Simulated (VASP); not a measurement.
# Ti (Fm-3m) in VASP: settings compared, part 2 of 2

VASP 6.6.1. The steps go on from the part before.

## (5) Single point, LDA

This run uses another cell than the first one, of 17.07 Å³/atom.

INCAR reads:

```
PREC = Accurate ; ENCUT = 520
EDIFF = 1E-6 ; ISMEAR = -1
SIGMA = 0.05 ; LREAL = False
LASPH = True ; NELM = 100
ALGO = Fast ; ISIF = 2
LWAVE = False ; LCHARG = False
GGA = CA ; NBANDS = 12
```

KPOINTS reads:

```
Automatic mesh
0
Gamma
  11 11 11
```

POSCAR reads:

```
Ti
1.0
    0.0000000000      2.0434441004      2.0434441004
    2.0434441004      0.0000000000      2.0434441004
    2.0434441004      2.0434441004      0.0000000000
Ti
1
Direct
    0.0000000000      0.0000000000      0.0000000000
```

Potentials or basis: VASP PAW LDA potentials, release 64 (Ti_sv).

The run is started by

```sh
cat potpaw_LDA.64/Ti_sv/POTCAR > POTCAR
mpirun -np 1 vasp_std > vasp.out
```

OUTCAR:

```text
PREC = Accurate
   ENCUT = 520
   EDIFF = 1E-6
   ISMEAR = -1
   LREAL = False
   LASPH = True
   NELM = 100
   ISIF = 2
   GGA = CA

 ion  position               nearest neighbor table
   1  0.000  0.000  0.000-

  LATTYP: Found a face centered cubic cell.
 ALAT       =     4.0868882008

  Lattice vectors:

 A1 = (   0.0000000000,   2.0434441004,   2.0434441004)
 A2 = (   2.0434441004,   0.0000000000,   2.0434441004)
 A3 = (   2.0434441004,   2.0434441004,   0.0000000000)

Analysis of symmetry for initial positions (statically):
=====================================================================
 Subroutine PRICEL returns:
 Original cell was already a primitive cell.

 Routine SETGRP: Setting up the symmetry group for a
 face centered cubic supercell.

 Subroutine GETGRP returns: Found 48 space group operations
 (whereof 48 operations were pure point group operations)
 out of a pool of 48 trial point group operations.

The static configuration has the point symmetry O_h .

Analysis of symmetry for dynamics (positions and initial velocities):
=====================================================================
 Subroutine PRICEL returns:
 Original cell was already a primitive cell.

 Routine SETGRP: Setting up the symmetry group for a
 face centered cubic supercell.

 Subroutine GETGRP returns: Found 48 space group operations
 (whereof 48 operations were pure point group operations)
 out of a pool of 48 trial point group operations.

The dynamic configuration has the point symmetry O_h .

 Subroutine INISYM returns: Found 48 space group operations
 (whereof 48 operations are pure point group operations),
 and found     1 'primitive' translations

----------------------------------------------------------------------------------------

                                     Primitive cell
[... 114 lines left out ...]
   GGA     = CA    functional components
   LHFCALC =     F    Hartree Fock is set to
   AEXX    =    0.0000 exact exchange contribution
   IVDW    =     0    specifies the selected vdW correction
   LEPSILON=     F    determine dielectric tensor
   LRPA    =     F    only Hartree local field effects (RPA)
 non-spin polarized calculation
 RMM-DIIS sequential band-by-band and
  energy-cutoff  :      520.00
  volume of cell :       17.07
 maximum number of plane-waves:       477
 NGX is ok and might be reduce to    24
   NGX = 11   NGY = 11   NGZ = 11

 number of electron      12.0000003 magnetization

 Free energy of the ion-electron system (eV)
  ---------------------------------------------------
  ext. energy  EPLUGINS =         0.00000000
  ---------------------------------------------------
  free energy    TOTEN  =        -8.48554433 eV

  energy without entropy =       -8.47467128  energy(sigma->0) =       -8.48010781

 E-fermi :   8.1749     XC(G=0): -11.8673

 val. band max:        8.1206034624   @ k =   0.1818   0.1818   0.0000
 cond. band min:       8.1951256040   @ k =   0.2727   0.0000   0.0000
 fundamental gap:      0.0745221417
 Fermi energy:         8.1749359646

 k-point     1 :       0.0000    0.0000    0.0000
  band No.  band energies     occupation
      1     -47.8078      2.00000
      2     -24.0159      2.00000
      3     -24.0159      2.00000
      4     -24.0159      2.00000
      5       2.1125      2.00000
      6       9.0345      0.00000
      7       9.0345      0.00000
      8       9.0345      0.00000
      9      10.6783      0.00000
     10      10.6783      0.00000
     11      23.6189      0.00000
     12      28.0888      0.00000
[... 331 lines left out ...]
 k-point    24 :      -0.1818    0.1818    0.0000
  band No.  band energies     occupation
      1     -47.7160      2.00000
      2     -24.4211      2.00000
      3     -24.1825      2.00000
      4     -24.0626      2.00000
      5       4.6079      2.00000
      6       7.9707      1.96693
      7       8.9487      0.00000
      8       9.8988      0.00000
      9       9.9427      0.00000
     10      11.6793      0.00000
     11      21.8366      0.00000
     12      22.3310      0.00000

 [... further k-points ...]

------------------------ aborting loop because EDIFF is reached ----------------------------------------

  FORCE on cell =-STRESS in cart. coord.  units (eV):
  Direction    XX          YY          ZZ          XY          YZ          ZX
  --------------------------------------------------------------------------------------
  -------------------------------------------------------------------------------------
  Total       -0.7846826     -0.7846826     -0.7846826     -0.0000000      0.0000000      0.0000000
  in kB      -73.6692613    -73.6692613    -73.6692613     -0.0000000      0.0000000      0.0000000
  external PRESSURE =     -73.6692613 kB  Pullay stress =       0.0000000 kB

 VOLUME and BASIS-vectors are now :
 -----------------------------------------------------------------------------
  energy-cutoff  :      520.00
  volume of cell :       17.07
      direct lattice vectors                 reciprocal lattice vectors
     0.000000000  2.043444100  2.043444100    -0.244684941  0.244684941  0.244684941
     2.043444100  0.000000000  2.043444100     0.244684941 -0.244684941  0.244684941
     2.043444100  2.043444100  0.000000000     0.244684941  0.244684941 -0.244684941

 POSITION                                       TOTAL-FORCE (eV/Angst)
 -----------------------------------------------------------------------------------
      0.00000      0.00000      0.00000         0.000000      0.000000     -0.000000
 -----------------------------------------------------------------------------------
    total drift:                               -0.000000      0.000000      0.000000

  FREE ENERGIE OF THE ION-ELECTRON SYSTEM (eV)
  ---------------------------------------------------
  free  energy   TOTEN  =        -8.4855443306 eV

  energy  without entropy=       -8.4746712811  energy(sigma->0) =       -8.48010781
```

OSZICAR:

```text
N       E                     dE             d eps       ncg     rms          rms(c)
DAV:   1     0.858116838463E+02    0.85812E+02   -0.64397E+03  1352   0.120E+03
DAV:   2    -0.529068430989E+01   -0.91102E+02   -0.88928E+02  1364   0.301E+02
DAV:   3    -0.943787352220E+01   -0.41472E+01   -0.41049E+01  1872   0.639E+01
[... 11 lines left out ...]
RMM:  15    -0.848553444361E+01   -0.10568E-04   -0.11984E-04  1908   0.720E-02    0.396E-02
RMM:  16    -0.848554077868E+01   -0.63351E-05   -0.60964E-05  1679   0.452E-02    0.319E-02
RMM:  17    -0.848554341331E+01   -0.26346E-05   -0.26781E-05  1510   0.313E-02    0.305E-02
RMM:  18    -0.848554398874E+01   -0.57543E-06   -0.16993E-05  1524   0.301E-02    0.197E-02
RMM:  19    -0.848554433061E+01   -0.34187E-06   -0.94823E-06  1400   0.247E-02
   1 F= -.84855443E+01 E0= -.84801078E+01  d E =-.108730E-01
```

Wall time 13 s (1 thread of AMD EPYC 9R45 (Zen 5), shared host); peak memory 0.09 GiB.

What came out:

```yaml
Free_energy: -8.4855 eV
Pressure: -7.4 GPa
Band_gap_on_the_k_mesh: zero (bands 6 and 7 overlap by 1.14 eV)
```

Levels at points of the mesh, in eV from the Fermi level:
| k point | band 4 | band 5 | band 6 | band 7 | band 8 | band 9 |
| --- | --- | --- | --- | --- | --- | --- |
| (0.00, 0.00, 0.00) | -32.19 | -6.06 | 0.86 | 0.86 | 0.86 | 2.50 |

Caveat: the cell stands under tension.

## (6) The runs side by side

| level | potentials or basis | cell | k mesh | grid for exact exchange (PRECFOCK) | share of exact exchange | screening parameter | gap on the mesh (eV) | pressure (GPa) |
| --- | --- | --- | --- | --- | --- | --- | --- | --- |
| HSE06 | VASP PAW PBE potentials, release 64 (Ti_sv) | a = 2.902 Å, angles 60.0°, 1 atom | 6 × 6 × 6 | Normal | 0.25 | 0.2079 1/Å | none | -0.6 |
| PBE-based screened hybrid with 25 % exact exchange | VASP PAW PBE potentials, release 64 (Ti_sv) | a = 2.904 Å, angles 60.0°, 1 atom | 6 × 6 × 6 | Normal | 0.25 | 0.3 1/Å | none | -0.5 |
| B3LYP | VASP PAW PBE potentials, release 64 (Ti_sv) | a = 2.916 Å, angles 60.0°, 1 atom | 6 × 6 × 6 | Normal | 0.2 | - | none | -0.3 |
| LDA | VASP PAW LDA potentials, release 64 (Ti_sv) | a = 2.890 Å, angles 60.0°, 1 atom | 11 × 11 × 11 | - | - | - | none | -7.4 |

Alike in all rows: task single point; no spin polarisation; cutoff (eV) 520; smearing fermi-dirac 0.05 eV.

Caveats: some runs use coarse meshes; the PAW data sets were made with another functional, which shifts forces and pressure a little (at least some runs); the cell stands under tension (at least some runs).

Absolute energies hang on the potentials; compare differences alone.
